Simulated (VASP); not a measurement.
**CrCo3: single point with LDA**

The system is CrCo3.

```
Cr Co
1.0
     2.50435    0.00000    0.00000
    -1.25217    2.16883    0.00000
     0.00000    0.00000    8.00012
Cr Co
1 3
Direct
  0.66667 0.33333 0.00000
  0.66667 0.33333 0.50000
  0.33333 0.66667 0.24930
  0.33333 0.66667 0.75070
```

```yaml
Program: VASP 6.6.1
Task: single point
Functional: LDA
Potentials_or_basis: VASP PAW LDA potentials, release 64 (Cr_pv, Co)
Cutoff: 520 eV
k_mesh: 5 × 5 × 2
Occupations: fermi-dirac, width 0.3 eV
Spin: collinear spin, ferromagnetic start
Starting_moments: "[3.0, 2.5, 2.5, 2.5] μB"
Dipole_correction: no
Further_INCAR_settings: ALGO = Normal; EDIFF = 1e-07; NBANDS = 32
```

```yaml
Pressure: -17.5 GPa
Largest_force: 0.035 eV/Å
Net_moment: 1.20 μB per cell
Site_moments: Cr -0.07; Co +0.74, +0.26 (each value once) μB
Valence_electrons_inside_the_program's_atomic_spheres: Cr 11.07; Co 8.28, 8.36 (each value once)
```

Forces on the atoms (eV/Å):
```
Cr   0.000  0.000  0.000
Co   0.000  0.000  0.000
Co   0.000  0.000  0.035
Co   0.000  0.000 -0.035
```

Stress tensor (GPa, compression positive):
```
-17.74   0.00   0.00
  0.00 -17.74   0.00
  0.00   0.00 -16.95
```

Levels at points of the mesh, in eV from the Fermi level:
Spin up:
```csv
k point,band 17,band 18,band 19,band 20,band 21,band 22,band 23,band 24
"(0.00, 0.00, 0.00)",-1.14,-1.14,-0.92,-0.92,-0.29,-0.29,0.16,0.16
"(0.00, 0.00, 0.50)",-1.16,-1.16,-0.82,-0.64,-0.64,-0.60,-0.60,0.23
```
Spin down:
| k point | band 15 | band 16 | band 17 | band 18 | band 19 | band 20 | band 21 | band 22 | band 23 | band 24 |
| --- | --- | --- | --- | --- | --- | --- | --- | --- | --- | --- |
| (0.00, 0.00, 0.00) | -1.42 | -1.21 | -0.77 | -0.77 | -0.72 | -0.72 | 0.27 | 0.27 | 0.28 | 0.28 |
| (0.00, 0.00, 0.50) | -1.33 | -1.03 | -0.95 | -0.95 | -0.83 | -0.34 | -0.34 | -0.18 | -0.18 | 0.49 |

Wall time 64 s on 1 thread of Intel(R) Xeon(R) Platinum 8488C (Sapphire Rapids), with other jobs on the host, peak memory 0.16 GiB.

Caveat: the k points lie up to 0.58 Å⁻¹ apart; so wide a smearing shifts energies and pressures; an empty level that is flat over the whole mesh can mark a ghost state of the potentials, or a narrow d or f band.
